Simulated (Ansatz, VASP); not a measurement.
**RuRh2 in VASP and in Ansatz**

```
Ru Rh
1.0
    -1.89330    1.89330    3.46535
     1.89330   -1.89330    3.46535
     1.89330    1.89330   -3.46535
Ru Rh
1 2
Direct
  0.00000 0.00000 0.00000
  0.75000 0.25000 0.50000
  0.25000 0.75000 0.50000
```

Alike in both runs: functional PBE; k mesh 16 × 16 × 16; occupations gaussian, width 0.1 eV; no spin polarisation.

Ansatz relaxed the structure, and its values are those at the end. VASP's run is a single point on that final structure, the one shown.

```csv
,VASP,Ansatz
version,VASP 6.6.1,Ansatz 0.2.0
potentials or method,"VASP PAW PBE potentials, release 64 (Ru_pv, Rh_pv), cutoff 520 eV","scalar-relativistic, plane waves, PAW"
valence electrons in the cell,44,50
```

|  | VASP | Ansatz | Ansatz less VASP |
| --- | --- | --- | --- |
| gap on the k mesh at the Fermi level (eV) | none | none | - |
| pressure (GPa) | 0.0 | 0.0 | 0.00 |

A gap of «none» marks a metal or a gap that the smearing closes. VASP's potentials hold 44 valence electrons a cell and Ansatz's 50, so a difference there can come from the potentials and not from the codes.
